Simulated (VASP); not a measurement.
Here is a VASP 6.6.1 calculation.

Contents of INCAR:

```
PREC     = Accurate       # precision mode
ENCUT    = 520            # plane-wave cutoff, eV
EDIFF    = 1E-6           # SCF threshold, eV
ISMEAR   = 1              # smearing method
SIGMA    = 0.1            # smearing width, eV
LREAL    = False          # projectors in reciprocal space
LASPH    = True           # aspherical terms in the spheres
NELM     = 80             # most SCF steps
ALGO     = Normal         # electronic algorithm
ISIF     = 2              # what is computed and relaxed
LWAVE    = False          # write WAVECAR
LCHARG   = False          # write CHGCAR
NBANDS   = 48             # bands
```

File KPOINTS:

```
regular mesh
0
Gamma
  5 5 5
```

File POSCAR:

```
HfTiW4
1.0
    0.0000000000      3.7167160926      3.7167160926
    3.7167160926      0.0000000000      3.7167160926
    3.7167160926      3.7167160926      0.0000000000
Hf Ti W
1 1 4
Direct
    0.7500000000      0.7500000000      0.7500000000
    0.0000000000      0.0000000000      0.0000000000
    0.3749600000      0.3749600000      0.3749600000
    0.8751100000      0.3749600000      0.3749600000
    0.3749600000      0.3749600000      0.8751100000
    0.3749600000      0.8751100000      0.3749600000
```

Potentials or basis: VASP PAW LDA potentials, release 64 (Hf_pv, Ti_sv, W_sv).

Launch:

```sh
$ cat potpaw_LDA.64/Hf_pv/POTCAR potpaw_LDA.64/Ti_sv/POTCAR potpaw_LDA.64/W_sv/POTCAR > POTCAR
$ mpirun -np 1 vasp_std > vasp.out
```

Q: What does it give for the band gap on the k mesh?

A: Zero (band 39 reaches 9.94 eV, above the bottom of band 40 at 8.66 eV).

Q: What does it give for the pressure?

A: -0.1 GPa.

Q: Estimate the largest force.

A: 0.010 eV/Å.

Forces on the atoms (eV/Å):
```
Hf   0.000  0.000  0.000
Ti   0.000  0.000  0.000
W   -0.006 -0.006 -0.006
W   -0.006  0.006  0.006
W    0.006  0.006 -0.006
W    0.006 -0.006  0.006
```

Caveat: spin-orbit coupling is left out, which moves the levels of the heavy elements.
